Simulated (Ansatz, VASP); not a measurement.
**Two plane-wave programs on Al**

```xyz
4
Lattice="2.8271 0.0000 0.0000 -1.4135 2.4483 0.0000 0.0000 0.0000 9.1860" Properties=species:S:1:pos:R:3 pbc="T T T"
Al    1.4135    0.8161    6.8895
Al    0.0000    0.0000    4.5930
Al    0.0000    1.6322    2.2965
Al    0.0000    0.0000    0.0000
```

Alike in both runs: task single point; functional PBE; k mesh 11 × 11 × 3; occupations fermi-dirac, width 0.05 eV; no spin polarisation.

|  | VASP | Ansatz |
| --- | --- | --- |
| version | VASP 6.6.1 | Ansatz 0.2.0 |
| potentials or method | VASP PAW PBE potentials, release 64 (Al) | Ansatz PAW |
| plane-wave cutoff (eV) | 520 | 420 |
| valence electrons in the cell | 12 | 12 |

Ansatz gave:

* gap on the k mesh at the Fermi level (eV): none
* pressure (GPa): 3.6
* traceless stress, the component that is largest in VASP (GPa): 1.35

Question: What did VASP give for the same quantities?

Answer: gap on the k mesh at the Fermi level (eV): none; pressure (GPa): 3.5; traceless stress, the component that is largest in VASP (GPa): 1.35.

A gap of «none» marks a metal or a gap that the smearing closes.
